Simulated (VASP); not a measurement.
## Lu: single point with r2SCAN

The system is Lu.

```
Lu
1.0
     0.00000    3.73114    3.73114
     3.73114    0.00000    3.73114
     3.73114    3.73114    0.00000
Lu
2
Direct
  0.12500 0.12500 0.12500
  0.87500 0.87500 0.87500
```

This isn't the form of Lu at room conditions, which is hcp.

```json
{
  "Program": "VASP 6.6.1",
  "Task": "single point",
  "Functional": "r2SCAN",
  "Potentials or basis": "VASP PAW PBE potentials, release 64 (Lu)",
  "Cutoff": "520 eV",
  "k mesh": "8 × 8 × 8",
  "Occupations": "fermi-dirac, width 0.1 eV",
  "Spin": "no spin polarisation"
}
```

* Pressure: -0.4 GPa
* Band gap on the k mesh: zero (bands 25 and 26 overlap by 1.03 eV)

Levels at points of the mesh, in eV from the Fermi level:
```tsv
k point	band 22	band 23	band 24	band 25	band 26	band 27
(0.00, 0.00, 0.00)	-6.21	-4.72	0.40	0.40	0.40	0.44
(0.50, 0.00, 0.00)	-6.22	-3.06	-1.19	0.30	0.33	0.33
(0.50, 0.50, 0.00)	-6.23	-1.69	-1.69	-0.53	-0.53	0.80
```

It took 7.2 min on 1 thread of Oxide Virtual Turin-like Processor (shared host), peak memory 0.27 GiB.

Caveat: the PAW data sets were made with another functional, which shifts forces and pressure a little; spin-orbit coupling is left out, which moves the levels of the heavy elements.
